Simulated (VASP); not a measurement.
# Al (Fm-3m) in VASP: single point with PBE

Aim: the single point of Al with PBE.

All numbers are computed with VASP 6.6.1; they aren't measurements. Logs are shortened: lines on timing, memory, paths and dates and some standing lists are left out, and cuts for length are marked.

### Step 1. The cell of the first run

It takes space group Fm-3m (No. 225, cubic). Conventional cell: a = 4.041 Å, b = 4.041 Å, c = 4.041 Å, α = 90.00°, β = 90.00°, γ = 90.00°. Within 3.8 Å of Al (site symmetry m-3m) lie 12 Al at 2.86 Å.

### Step 2. Single point, PBE

INCAR reads:

```
PREC = Accurate
ENCUT = 500
EDIFF = 1E-6
ISMEAR = 0
SIGMA = 0.1
LREAL = False
LASPH = True
NELM = 120
ALGO = Normal
ISIF = 2
LWAVE = False
LCHARG = False
GGA = PE
NBANDS = 8
GGA_COMPAT = False
```

KPOINTS reads:

```
Automatic mesh
0
Gamma
  18 18 18
```

POSCAR reads:

```
Al
1.0
    0.0000000000      2.0204130918      2.0204130918
    2.0204130918      0.0000000000      2.0204130918
    2.0204130918      2.0204130918      0.0000000000
Al
1
Direct
    0.0000000000      0.0000000000      0.0000000000
```

Potentials or basis: VASP PAW PBE potentials, release 64 (Al).

The run is started by

```sh
> cat potpaw_PBE.64/Al/POTCAR > POTCAR
> mpirun -np 1 vasp_std > vasp.out
```

OUTCAR:

```text
PREC = Accurate
   ENCUT = 500
   EDIFF = 1E-6
   ISMEAR = 0
   LREAL = False
   LASPH = True
   NELM = 120
   ISIF = 2
   GGA = PE

 ion  position               nearest neighbor table
   1  0.000  0.000  0.000-

  LATTYP: Found a face centered cubic cell.
 ALAT       =     4.0408261836

  Lattice vectors:

 A1 = (   0.0000000000,   2.0204130918,   2.0204130918)
 A2 = (   2.0204130918,   0.0000000000,   2.0204130918)
 A3 = (   2.0204130918,   2.0204130918,   0.0000000000)

Analysis of symmetry for initial positions (statically):
=====================================================================
 Subroutine PRICEL returns:
 Original cell was already a primitive cell.

 Routine SETGRP: Setting up the symmetry group for a
 face centered cubic supercell.

 Subroutine GETGRP returns: Found 48 space group operations
 (whereof 48 operations were pure point group operations)
 out of a pool of 48 trial point group operations.

The static configuration has the point symmetry O_h .

Analysis of symmetry for dynamics (positions and initial velocities):
=====================================================================
 Subroutine PRICEL returns:
 Original cell was already a primitive cell.

 Routine SETGRP: Setting up the symmetry group for a
 face centered cubic supercell.

 Subroutine GETGRP returns: Found 48 space group operations
 (whereof 48 operations were pure point group operations)
 out of a pool of 48 trial point group operations.

The dynamic configuration has the point symmetry O_h .

 Subroutine INISYM returns: Found 48 space group operations
 (whereof 48 operations are pure point group operations),
 and found     1 'primitive' translations

----------------------------------------------------------------------------------------

                                     Primitive cell

  volume of cell :      16.4949

  direct lattice vectors                    reciprocal lattice vectors
     0.000000000  2.020413092  2.020413092    -0.247474144  0.247474144  0.247474144
     2.020413092  0.000000000  2.020413092     0.247474144 -0.247474144  0.247474144
     2.020413092  2.020413092  0.000000000     0.247474144  0.247474144 -0.247474144

  length of vectors
     2.857295596  2.857295596  2.857295596     0.428637791  0.428637791  0.428637791

  position of ions in fractional coordinates (direct lattice)
     0.000000000  0.000000000  0.000000000

[... 76 lines left out ...]
   LREAL  =      F    real-space projection
   EDIFFG = 0.1E-04   stopping-criterion for IOM
   NSW    =      0    number of steps for IOM
   IBRION =     -1    ionic relax: 0-MD 1-quasi-New 2-CG
   NFREE  =      0    steps in history (QN), initial steepest desc. (CG)
   ISIF   =      2    stress and relaxation
   ISYM   =      2    0-nonsym 1-usesym 2-fastsym
   POTIM  = 0.5000    time-step for ionic-motion
   TEBEG  =    0.0;   TEEND  =   0.0 temperature during run
   PSTRESS=    0.0 pullay stress
   NELECT =       3.0000    total number of electrons
   NUPDOWN=      -1.0000    fix difference up-down
   EMIN   =  10.00;   EMAX   =-10.00  energy-range for DOS
   EFERMI =   0.00;   METHOD = LEGACY
   ISMEAR =     0;   SIGMA  =   0.10  broadening in eV -4-tet -1-fermi 0-gaus
   EFERMI_NEDOS =   21; number of points for ismear=-14 and -15
   IALGO  =     38    algorithm
   IMIX   =      4    mixing-type and parameters
     AMIX     =   0.40;   BMIX     =  1.00
     AMIX_MAG =   1.60;   BMIX_MAG =  1.00
  volume/ion in A,a.u.               =      16.49       111.31
  Fermi-wavevector in a.u.,A,eV,Ry     =   0.927538  1.752793 11.705458  0.860327
  Thomas-Fermi vector in A             =   2.053618
   LORBIT       =      0    0 simple, 1 ext, 2 COOP (PROOUT), +10 PAW based schemes
   GGA     = PE    functional components
   LHFCALC =     F    Hartree Fock is set to
   AEXX    =    0.0000 exact exchange contribution
   IVDW    =     0    specifies the selected vdW correction
   LEPSILON=     F    determine dielectric tensor
   LRPA    =     F    only Hartree local field effects (RPA)
 non-spin polarized calculation
 Gauss-broadening in eV      SIGMA  =   0.10
  energy-cutoff  :      500.00
  volume of cell :       16.49
 maximum number of plane-waves:       444
 NGX is ok and might be reduce to    24
   NGX = 11   NGY = 11   NGZ = 11

 number of electron       3.0000000 magnetization

 Free energy of the ion-electron system (eV)
  ---------------------------------------------------
  ext. energy  EPLUGINS =         0.00000000
  ---------------------------------------------------
  free energy    TOTEN  =        -3.74452415 eV

  energy without entropy =       -3.74159765  energy(sigma->0) =       -3.74306090

 E-fermi :   7.9947     XC(G=0): -10.1976

 val. band max:        7.9881285063   @ k =  -0.2778   0.2778   0.0556
 cond. band min:       7.9952663771   @ k =  -0.2778   0.5000   0.2222
 fundamental gap:      0.0071378707
 Fermi energy:         7.9946557775

 k-point     1 :       0.0000    0.0000    0.0000
  band No.  band energies     occupation
      1      -3.1331      2.00000
      2      20.6245      0.00000
      3      20.6245      0.00000
      4      20.6245      0.00000
      5      22.1187      0.00000
      6      22.1187      0.00000
      7      22.1187      0.00000
      8      24.4716      0.00000
[... 243 lines left out ...]
 k-point    24 :      -0.2222    0.0556    0.0000
  band No.  band energies     occupation
      1      -1.4916      2.00000
      2      11.8450      0.00000
      3      17.2901      0.00000
      4      20.1422      0.00000
      5      21.8881      0.00000
      6      22.9390      0.00000
      7      23.3864      0.00000
      8      25.5890      0.00000

 [... further k-points ...]

------------------------ aborting loop because EDIFF is reached ----------------------------------------

  FORCE on cell =-STRESS in cart. coord.  units (eV):
  Direction    XX          YY          ZZ          XY          YZ          ZX
  --------------------------------------------------------------------------------------
  -------------------------------------------------------------------------------------
  Total       -0.0009812     -0.0009812     -0.0009812     -0.0000000     -0.0000000     -0.0000000
  in kB       -0.0953087     -0.0953087     -0.0953087     -0.0000000     -0.0000000     -0.0000000
  external PRESSURE =      -0.0953087 kB  Pullay stress =       0.0000000 kB

 VOLUME and BASIS-vectors are now :
 -----------------------------------------------------------------------------
  energy-cutoff  :      500.00
  volume of cell :       16.49
      direct lattice vectors                 reciprocal lattice vectors
     0.000000000  2.020413092  2.020413092    -0.247474144  0.247474144  0.247474144
     2.020413092  0.000000000  2.020413092     0.247474144 -0.247474144  0.247474144
     2.020413092  2.020413092  0.000000000     0.247474144  0.247474144 -0.247474144

 POSITION                                       TOTAL-FORCE (eV/Angst)
 -----------------------------------------------------------------------------------
      0.00000      0.00000      0.00000         0.000000      0.000000      0.000000
 -----------------------------------------------------------------------------------
    total drift:                                0.000000     -0.000000     -0.000000

  FREE ENERGIE OF THE ION-ELECTRON SYSTEM (eV)
  ---------------------------------------------------
  free  energy   TOTEN  =        -3.7445241466 eV

  energy  without entropy=       -3.7415976471  energy(sigma->0) =       -3.74306090
```

OSZICAR:

```text
N       E                     dE             d eps       ncg     rms          rms(c)
DAV:   1    -0.240178539709E+01   -0.24018E+01   -0.84492E+02  3128   0.198E+02
DAV:   2    -0.376009970426E+01   -0.13583E+01   -0.13246E+01  4304   0.184E+01
DAV:   3    -0.376698295908E+01   -0.68833E-02   -0.68668E-02  4144   0.147E+00
DAV:   4    -0.376699764038E+01   -0.14681E-04   -0.14681E-04  4776   0.570E-02
DAV:   5    -0.376699765137E+01   -0.10989E-07   -0.11584E-07  4160   0.116E-03    0.130E+00
DAV:   6    -0.375400962726E+01    0.12988E-01   -0.16483E-03  4200   0.193E-01    0.758E-01
DAV:   7    -0.374453095110E+01    0.94787E-02   -0.49383E-03  3992   0.313E-01    0.147E-01
DAV:   8    -0.374452606036E+01    0.48907E-05   -0.13249E-05  4472   0.260E-02    0.814E-03
DAV:   9    -0.374452450475E+01    0.15556E-05   -0.85542E-07  4432   0.407E-03    0.675E-04
DAV:  10    -0.374452414658E+01    0.35817E-06   -0.35287E-09  2744   0.418E-04
   1 F= -.37445241E+01 E0= -.37430609E+01  d E =-.292650E-02
```

stdout:

```text
POSCAR found type information on POSCAR Al
 POSCAR found :  1 types and       1 ions
 scaLAPACK will be used
 LDA part: xc-table for (Slater+PW92), standard interpolation
 POSCAR, INCAR and KPOINTS ok, starting setup
 FFT: planning ... GRIDC
 FFT: planning ... GRID_SOFT
 FFT: planning ... GRID
 WAVECAR not read
 entering main loop
```

It took 9.4 s on 1 thread of Intel Xeon Platinum 8488C (Sapphire Rapids), shared host; peak memory 0.14 GiB.

Results:

- Free energy: -3.7445 eV
- Pressure: 0.0 GPa
- Band gap on the k mesh: zero (an odd number of electrons rules out a gap without spin polarisation)

Levels at points of the mesh, in eV from the Fermi level:
| k point | band 1 | band 2 | band 3 | band 4 |
| --- | --- | --- | --- | --- |
| (0.00, 0.00, 0.00) | -11.13 | 12.63 | 12.63 | 12.63 |
| (0.50, 0.00, 0.00) | -4.59 | -4.37 | 11.42 | 11.42 |
| (0.50, 0.50, 0.00) | -2.92 | -1.59 | 5.27 | 5.60 |
